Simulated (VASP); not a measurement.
# KCl (P6_3/mmc) in VASP: settings compared

The runs below take KCl through single point, with PBE, r2SCAN.

Everything below comes from runs of VASP 6.6.1. Logs are shortened: lines on timing, memory, paths and dates and some standing lists are left out, and cuts for length are marked.

## Step 1: The cell of the first run

The structure is hexagonal, space group P6_3/mmc (No. 194). Conventional cell: a = 5.344 Å, b = 5.344 Å, c = 6.239 Å, α = 90.00°, β = 90.00°, γ = 120.00°. K (site symmetry -6m2) has 5 Cl at 3.09 to 3.12 Å within 4.1 Å. Cl (site symmetry -6m2) has 5 K at 3.09 to 3.12 Å within 4.1 Å.

## Step 2: Single point, PBE

The input, INCAR:

```
PREC = Accurate
ENCUT = 520
EDIFF = 1E-6
ISMEAR = 0
SIGMA = 0.01
LREAL = False
LASPH = True
NELM = 100
ALGO = Normal
ISIF = 2
LWAVE = False
LCHARG = False
GGA = PE
NBANDS = 24
```

The input, KPOINTS:

```
Automatic mesh
0
Gamma
  6 6 4
```

The input, POSCAR:

```
KCl
1.0
    5.3438034984      0.0000000000      0.0000000000
   -2.6719017492      4.6278695824      0.0000000000
    0.0000000000      0.0000000000      6.2391671764
K Cl
2 2
Direct
    0.3333333333      0.6666666667     -0.0625000000
    0.6666666667      0.3333333333      0.4375000000
    0.3333333333      0.6666666667      0.4375000000
    0.6666666667      0.3333333333      0.9375000000
```

Potentials or basis: VASP PAW PBE potentials, release 64 (K_sv, Cl).

Command:

```sh
> cat potpaw_PBE.64/K_sv/POTCAR potpaw_PBE.64/Cl/POTCAR > POTCAR
> mpirun -np 1 vasp_std > vasp.out
```

OUTCAR:

```text
PREC = Accurate
   ENCUT = 520
   EDIFF = 1E-6
   ISMEAR = 0
   LREAL = False
   LASPH = True
   NELM = 100
   ISIF = 2
   GGA = PE

 ion  position               nearest neighbor table
   1  0.333  0.667  0.938-   4 3.09   4 3.09   4 3.09   3 3.12   3 3.12
   2  0.667  0.333  0.438-   3 3.09   3 3.09   3 3.09   4 3.12   4 3.12
   3  0.333  0.667  0.438-   2 3.09   2 3.09   2 3.09   1 3.12   1 3.12
   4  0.667  0.333  0.938-   1 3.09   1 3.09   1 3.09   2 3.12   2 3.12

  LATTYP: Found a hexagonal cell.
 ALAT       =     5.3438034984
 C/A-ratio  =     1.1675517594

  Lattice vectors:

 A1 = (   5.3438034984,   0.0000000000,   0.0000000000)
 A2 = (  -2.6719017492,   4.6278695824,   0.0000000000)
 A3 = (   0.0000000000,   0.0000000000,   6.2391671764)

Analysis of symmetry for initial positions (statically):
=====================================================================
 Subroutine PRICEL returns:
 Original cell was already a primitive cell.

 Routine SETGRP: Setting up the symmetry group for a
 hexagonal supercell.

 Subroutine GETGRP returns: Found 24 space group operations
 (whereof  6 operations were pure point group operations)
 out of a pool of 24 trial point group operations.

The static configuration has the point symmetry C_3v.
 The point group associated with its full space group is D_6h.

Analysis of symmetry for dynamics (positions and initial velocities):
=====================================================================
 Subroutine PRICEL returns:
 Original cell was already a primitive cell.

 Routine SETGRP: Setting up the symmetry group for a
 hexagonal supercell.

 Subroutine GETGRP returns: Found 24 space group operations
 (whereof  6 operations were pure point group operations)
 out of a pool of 24 trial point group operations.

The dynamic configuration has the point symmetry C_3v.
 The point group associated with its full space group is D_6h.

 Subroutine INISYM returns: Found 24 space group operations
 (whereof  6 operations are pure point group operations),
 and found     1 'primitive' translations

----------------------------------------------------------------------------------------

                                     Primitive cell

  volume of cell :     154.2973

  direct lattice vectors                    reciprocal lattice vectors
     5.343803498  0.000000000  0.000000000     0.187132629  0.108041074  0.000000000
    -2.671901749  4.627869582  0.000000000     0.000000000  0.216082148  0.000000000
     0.000000000  0.000000000  6.239167176     0.000000000  0.000000000  0.160277802

  length of vectors
     5.343803498  5.343803498  6.239167176     0.216082148  0.216082148  0.160277802

  position of ions in fractional coordinates (direct lattice)
     0.333333333  0.666666667  0.937500000
     0.666666667  0.333333333  0.437500000
     0.333333333  0.666666667  0.437500000
     0.666666667  0.333333333  0.937500000

  ion indices of the primitive-cell ions
   primitive index   ion index
                 1           1
                 2           2
                 3           3
                 4           4

----------------------------------------------------------------------------------------

 KPOINTS: Automatic mesh

Automatic generation of k-mesh.
 Grid dimensions read from file:
 generate k-points for:    6    6    4

 Generating k-lattice:

  Cartesian coordinates                     Fractional coordinates (reciprocal lattice)
     0.031188772  0.018006846  0.000000000     0.166666667  0.000000000  0.000000000
     0.000000000  0.036013691  0.000000000     0.000000000  0.166666667  0.000000000
     0.000000000  0.000000000  0.040069450     0.000000000  0.000000000  0.250000000

  Length of vectors
     0.036013691  0.036013691  0.040069450

  Shift w.r.t. Gamma in fractional coordinates (k-lattice)
     0.000000000  0.000000000  0.000000000

 Subroutine IBZKPT returns following result:
 ===========================================

 Found     21 irreducible k-points:

 Following reciprocal coordinates:
            Coordinates               Weight
  0.000000  0.000000  0.000000      1.000000
  0.166667 -0.000000  0.000000      6.000000
  0.333333 -0.000000  0.000000      6.000000
  0.500000  0.000000  0.000000      3.000000
  0.166667  0.166667  0.000000      6.000000
  0.333333  0.166667  0.000000     12.000000
[... 13 lines left out ...]
  0.333333  0.166667  0.500000     12.000000
  0.333333  0.333333  0.500000      2.000000
   k-points           NKPTS =     21   k-points in BZ     NKDIM =     21   number of bands    NBANDS=     24
   number of dos      NEDOS =    301   number of ions     NIONS =      4
   total plane-waves  NPLWV =  76800
   dimension x,y,z NGX =    40 NGY =   40 NGZ =   48
   dimension x,y,z NGXF=    80 NGYF=   80 NGZF=   96
   ions per type =               2   2
   NGX,Y,Z   is equivalent  to a cutoff of  12.44, 12.44, 12.79 a.u.
   NGXF,Y,Z  is equivalent  to a cutoff of  24.89, 24.89, 25.58 a.u.
 SYSTEM =  unknown system
   PREC   = accura    normal or accurate (medium, high low for compatibility)
   ISTART =      0    job   : 0-new  1-cont  2-samecut
   ICHARG =      2    charge: 1-file 2-atom 10-const
   ISPIN  =      1    spin polarized calculation?
   LNONCOLLINEAR =      F non collinear calculations
   LSORBIT =      F    spin-orbit coupling
   LASPH  =      T    aspherical Exc in radial PAW
   ENCUT  =  520.0 eV  38.22 Ry    6.18 a.u.   9.94  9.94 11.60*2*pi/ulx,y,z
   NELM   =    100;   NELMIN=  2; NELMDL= -5     # of ELM steps
   EDIFF  = 0.1E-05   stopping-criterion for ELM
   LREAL  =      F    real-space projection
   EDIFFG = 0.1E-04   stopping-criterion for IOM
   NSW    =      0    number of steps for IOM
   IBRION =     -1    ionic relax: 0-MD 1-quasi-New 2-CG
   NFREE  =      0    steps in history (QN), initial steepest desc. (CG)
   ISIF   =      2    stress and relaxation
   ISYM   =      2    0-nonsym 1-usesym 2-fastsym
   POTIM  = 0.5000    time-step for ionic-motion
   TEBEG  =    0.0;   TEEND  =   0.0 temperature during run
   PSTRESS=    0.0 pullay stress
   NELECT =      32.0000    total number of electrons
   NUPDOWN=      -1.0000    fix difference up-down
   EMIN   =  10.00;   EMAX   =-10.00  energy-range for DOS
   EFERMI =   0.00;   METHOD = LEGACY
   ISMEAR =     0;   SIGMA  =   0.01  broadening in eV -4-tet -1-fermi 0-gaus
   EFERMI_NEDOS =   21; number of points for ismear=-14 and -15
   IALGO  =     38    algorithm
   IMIX   =      4    mixing-type and parameters
     AMIX     =   0.40;   BMIX     =  1.00
     AMIX_MAG =   1.60;   BMIX_MAG =  1.00
  volume/ion in A,a.u.               =      38.57       260.31
  Fermi-wavevector in a.u.,A,eV,Ry     =   0.969033  1.831208 12.776221  0.939026
  Thomas-Fermi vector in A             =   2.099052
   LORBIT       =      0    0 simple, 1 ext, 2 COOP (PROOUT), +10 PAW based schemes
   GGA     = PE    functional components
   LHFCALC =     F    Hartree Fock is set to
   AEXX    =    0.0000 exact exchange contribution
   IVDW    =     0    specifies the selected vdW correction
   LEPSILON=     F    determine dielectric tensor
   LRPA    =     F    only Hartree local field effects (RPA)
 non-spin polarized calculation
 Gauss-broadening in eV      SIGMA  =   0.01
  energy-cutoff  :      520.00
  volume of cell :      154.30
 maximum number of plane-waves:      4176
 NGX is ok and might be reduce to    40
   NGX = 19   NGY = 19   NGZ = 23

 number of electron      32.0000001 magnetization

 Free energy of the ion-electron system (eV)
  ---------------------------------------------------
  ext. energy  EPLUGINS =         0.00000000
  ---------------------------------------------------
  free energy    TOTEN  =       -13.44823542 eV

  energy without entropy =      -13.44823542  energy(sigma->0) =      -13.44823542

 E-fermi :  -2.5821     XC(G=0):  -6.5277

 val. band max:       -2.6395060554   @ k =   0.0000   0.0000   0.0000
 cond. band min:       2.1293965802   @ k =   0.0000   0.0000   0.0000
 fundamental gap:      4.7689026356
 Fermi energy:        -2.5821418570

 k-point     1 :       0.0000    0.0000    0.0000
  band No.  band energies     occupation
      1     -29.9722      2.00000
      2     -29.9597      2.00000
      3     -14.7028      2.00000
      4     -14.6176      2.00000
      5     -13.5496      2.00000
      6     -13.5119      2.00000
[... 16 lines left out ...]
     23       6.4178      0.00000
     24       6.8386      0.00000

 k-point     2 :       0.1667   -0.0000    0.0000
  band No.  band energies     occupation
      1     -29.9712      2.00000
      2     -29.9602      2.00000
      3     -14.7344      2.00000
      4     -14.6635      2.00000
      5     -13.5418      2.00000
      6     -13.5161      2.00000
[... 16 lines left out ...]
     23       6.4595      0.00000
     24       6.6725      0.00000

 k-point     3 :       0.3333   -0.0000    0.0000
  band No.  band energies     occupation
      1     -29.9689      2.00000
      2     -29.9617      2.00000
      3     -14.7894      2.00000
      4     -14.7480      2.00000
      5     -13.5242      2.00000
      6     -13.5219      2.00000
[... 16 lines left out ...]
     23       6.6125      0.00000
     24       6.7211      0.00000

 k-point     4 :       0.5000    0.0000    0.0000
  band No.  band energies     occupation
      1     -29.9671      2.00000
      2     -29.9630      2.00000
      3     -14.8109      2.00000
      4     -14.7901      2.00000
      5     -13.5280      2.00000
      6     -13.5063      2.00000
[... 16 lines left out ...]
     23       6.5678      0.00000
     24       6.9920      0.00000

 k-point     5 :       0.1667    0.1667    0.0000
  band No.  band energies     occupation
      1     -29.9695      2.00000
      2     -29.9613      2.00000
      3     -14.7768      2.00000
      4     -14.7272      2.00000
      5     -13.5277      2.00000
      6     -13.5245      2.00000
[... 16 lines left out ...]
     23       6.6478      0.00000
     24       6.8468      0.00000

 k-point     6 :       0.3333    0.1667    0.0000
  band No.  band energies     occupation
      1     -29.9671      2.00000
      2     -29.9630      2.00000
      3     -14.8113      2.00000
      4     -14.7889      2.00000
      5     -13.5339      2.00000
      6     -13.5063      2.00000
[... 16 lines left out ...]
     23       6.6310      0.00000
     24       6.9233      0.00000
[... 298 lines left out ...]
 k-point    18 :       0.5000    0.0000    0.5000
  band No.  band energies     occupation
      1     -29.9649      2.00000
      2     -29.9649      2.00000
      3     -14.9006      2.00000
      4     -14.9006      2.00000
      5     -13.4959      2.00000
      6     -13.4959      2.00000
[... 16 lines left out ...]
     23       6.6885      0.00000
     24       6.6885      0.00000

 k-point    19 :       0.1667    0.1667    0.5000
  band No.  band energies     occupation
      1     -29.9653      2.00000
      2     -29.9653      2.00000
      3     -14.8584      2.00000
      4     -14.8584      2.00000
      5     -13.4945      2.00000
      6     -13.4945      2.00000
[... 16 lines left out ...]
     23       6.8563      0.00000
     24       6.8563      0.00000

 k-point    20 :       0.3333    0.1667    0.5000
  band No.  band energies     occupation
      1     -29.9649      2.00000
      2     -29.9649      2.00000
      3     -14.9003      2.00000
      4     -14.9003      2.00000
      5     -13.4999      2.00000
      6     -13.4999      2.00000
[... 16 lines left out ...]
     23       6.6529      0.00000
     24       6.6529      0.00000

 k-point    21 :       0.3333    0.3333    0.5000
  band No.  band energies     occupation
      1     -29.9648      2.00000
      2     -29.9648      2.00000
      3     -14.9134      2.00000
      4     -14.9134      2.00000
      5     -13.5048      2.00000
      6     -13.5048      2.00000
[... 16 lines left out ...]
     23       6.5408      0.00000
     24       6.5408      0.00000

------------------------ aborting loop because EDIFF is reached ----------------------------------------

  FORCE on cell =-STRESS in cart. coord.  units (eV):
  Direction    XX          YY          ZZ          XY          YZ          ZX
  --------------------------------------------------------------------------------------
  -------------------------------------------------------------------------------------
  Total        0.3939634      0.3939634      0.5748152     -0.0000000     -0.0000000      0.0000000
  in kB        4.0908004      4.0908004      5.9687117     -0.0000000     -0.0000000      0.0000000
  external PRESSURE =       4.7167708 kB  Pullay stress =       0.0000000 kB

 VOLUME and BASIS-vectors are now :
 -----------------------------------------------------------------------------
  energy-cutoff  :      520.00
  volume of cell :      154.30
      direct lattice vectors                 reciprocal lattice vectors
     5.343803498  0.000000000  0.000000000     0.187132629  0.108041074  0.000000000
    -2.671901749  4.627869582  0.000000000     0.000000000  0.216082148  0.000000000
     0.000000000  0.000000000  6.239167176     0.000000000  0.000000000  0.160277802

 POSITION                                       TOTAL-FORCE (eV/Angst)
 -----------------------------------------------------------------------------------
     -0.00000      3.08525      5.84922        -0.000000      0.000000      0.000000
      2.67190      1.54262      2.72964         0.000000     -0.000000      0.000000
     -0.00000      3.08525      2.72964        -0.000000      0.000000     -0.000000
      2.67190      1.54262      5.84922         0.000000     -0.000000     -0.000000
 -----------------------------------------------------------------------------------
    total drift:                               -0.000000      0.000000      0.000000

  FREE ENERGIE OF THE ION-ELECTRON SYSTEM (eV)
  ---------------------------------------------------
  free  energy   TOTEN  =       -13.4482354197 eV

  energy  without entropy=      -13.4482354197  energy(sigma->0) =      -13.44823542
```

It took 82 s on 1 thread of Intel Xeon Platinum 8259CL at 2.50GHz (Skylake/Cascade Lake), shared host; peak memory 0.27 GiB.

What came out:

```
Free energy            : -13.4482 eV
Pressure               : 0.5 GPa
Band gap on the k mesh : 4.77 eV
```

Stress tensor (GPa, compression positive):
```
0.41 0.00 0.00
0.00 0.41 0.00
0.00 0.00 0.60
```

## Step 3: Single point, r2SCAN

POSCAR is that of step 2.

The input, INCAR.step1:

```
  ALGO = Normal
  EDIFF = 1E-4
  ENCUT = 520
  GGA = PE
  ISMEAR = 0
  LASPH = T
  LCHARG = F
  LREAL = F
  LWAVE = T
  NBANDS = 24
  NELM = 80
  PREC = Accurate
  SIGMA = 0.01
```

The input, INCAR.step2:

```
  ALGO = Normal
  EDIFF = 1E-6
  ENCUT = 520
  ISIF = 2
  ISMEAR = 0
  ISTART = 1
  LASPH = T
  LCHARG = F
  LMIXTAU = T
  LREAL = F
  LWAVE = F
  METAGGA = R2SCAN
  NBANDS = 24
  NELM = 80
  PREC = Accurate
  SIGMA = 0.01
```

The input, KPOINTS:

```
k-points
0
Gamma
  6 6 4
```

Potentials or basis: VASP PAW PBE potentials, release 64 (K_sv, Cl).

Command:

```sh
> cat potpaw_PBE.64/K_sv/POTCAR potpaw_PBE.64/Cl/POTCAR > POTCAR
> cp INCAR.step1 INCAR
> mpirun -np 1 vasp_std > vasp.out
> cp INCAR.step2 INCAR
> mpirun -np 1 vasp_std > vasp.out
```

OUTCAR:

```text
EDIFF = 1E-6
   ENCUT = 520
   ISIF = 2
   ISMEAR = 0
   ISTART = 1
   LASPH = T
   LREAL = F
   METAGGA = R2SCAN
   NELM = 80
   PREC = Accurate

 ion  position               nearest neighbor table
   1  0.333  0.667  0.938-   4 3.09   4 3.09   4 3.09   3 3.12   3 3.12
   2  0.667  0.333  0.438-   3 3.09   3 3.09   3 3.09   4 3.12   4 3.12
   3  0.333  0.667  0.438-   2 3.09   2 3.09   2 3.09   1 3.12   1 3.12
   4  0.667  0.333  0.938-   1 3.09   1 3.09   1 3.09   2 3.12   2 3.12

[... 764 lines left out ...]
  Direction    XX          YY          ZZ          XY          YZ          ZX
  --------------------------------------------------------------------------------------
  -------------------------------------------------------------------------------------
  Total       -0.0090745     -0.0090745     -0.0034005     -0.0000000      0.0000000      0.0000000
  in kB       -0.0942265     -0.0942265     -0.0353096     -0.0000000      0.0000000      0.0000000
  external PRESSURE =      -0.0745876 kB  Pullay stress =       0.0000000 kB

 VOLUME and BASIS-vectors are now :
 -----------------------------------------------------------------------------
  energy-cutoff  :      520.00
  volume of cell :      154.30
      direct lattice vectors                 reciprocal lattice vectors
     5.343803498  0.000000000  0.000000000     0.187132629  0.108041074  0.000000000
    -2.671901749  4.627869582  0.000000000     0.000000000  0.216082148  0.000000000
     0.000000000  0.000000000  6.239167176     0.000000000  0.000000000  0.160277802

 POSITION                                       TOTAL-FORCE (eV/Angst)
 -----------------------------------------------------------------------------------
     -0.00000      3.08525      5.84922         0.000000      0.000000      0.000000
      2.67190      1.54262      2.72964        -0.000000     -0.000000     -0.000000
     -0.00000      3.08525      2.72964         0.000000      0.000000      0.000000
      2.67190      1.54262      5.84922        -0.000000      0.000000      0.000000
 -----------------------------------------------------------------------------------
    total drift:                               -0.000000      0.000000      0.000000

  FREE ENERGIE OF THE ION-ELECTRON SYSTEM (eV)
  ---------------------------------------------------
  free  energy   TOTEN  =       -32.7453027484 eV

  energy  without entropy=      -32.7453027484  energy(sigma->0) =      -32.74530275
```

OSZICAR.step1:

```text
N       E                     dE             d eps       ncg     rms          rms(c)
DAV:   1     0.246856281849E+03    0.24686E+03   -0.14009E+04  1008   0.114E+03
DAV:   2     0.897883586686E+01   -0.23788E+03   -0.22296E+03  1240   0.304E+02
DAV:   3    -0.136873307379E+02   -0.22666E+02   -0.22568E+02  1664   0.805E+01
DAV:   4    -0.142574160062E+02   -0.57009E+00   -0.56913E+00  1432   0.135E+01
DAV:   5    -0.142865031831E+02   -0.29087E-01   -0.29086E-01  1552   0.200E+00    0.482E+00
DAV:   6    -0.134805704954E+02    0.80593E+00   -0.13684E+00  1224   0.448E+00    0.382E+00
DAV:   7    -0.134026066461E+02    0.77964E-01   -0.38788E-01  1272   0.252E+00    0.239E+00
DAV:   8    -0.134389272195E+02   -0.36321E-01   -0.71235E-02  1360   0.145E+00    0.515E-01
DAV:   9    -0.134411458048E+02   -0.22186E-02   -0.71193E-03  1328   0.366E-01    0.193E-01
DAV:  10    -0.134479622481E+02   -0.68164E-02   -0.43146E-03  1056   0.340E-01    0.470E-02
DAV:  11    -0.134481714892E+02   -0.20924E-03   -0.15507E-04  1080   0.637E-02    0.251E-02
DAV:  12    -0.134482331772E+02   -0.61688E-04   -0.80125E-05   864   0.566E-02
   1 F= -.13448233E+02 E0= -.13448233E+02  d E =-.472545E-19
```

Run time: 4.5 min. Hardware: 1 thread of Intel Xeon Platinum 8259CL at 2.50GHz (Skylake/Cascade Lake), shared host; peak memory 0.32 GiB.

What came out:

```yaml
Free_energy: -32.7453 eV
Pressure: 0.0 GPa
Band_gap_on_the_k_mesh: 5.36 eV
```

Caveat: the PAW data sets were made with another functional, which shifts forces and pressure a little. A k mesh can miss the band edges.
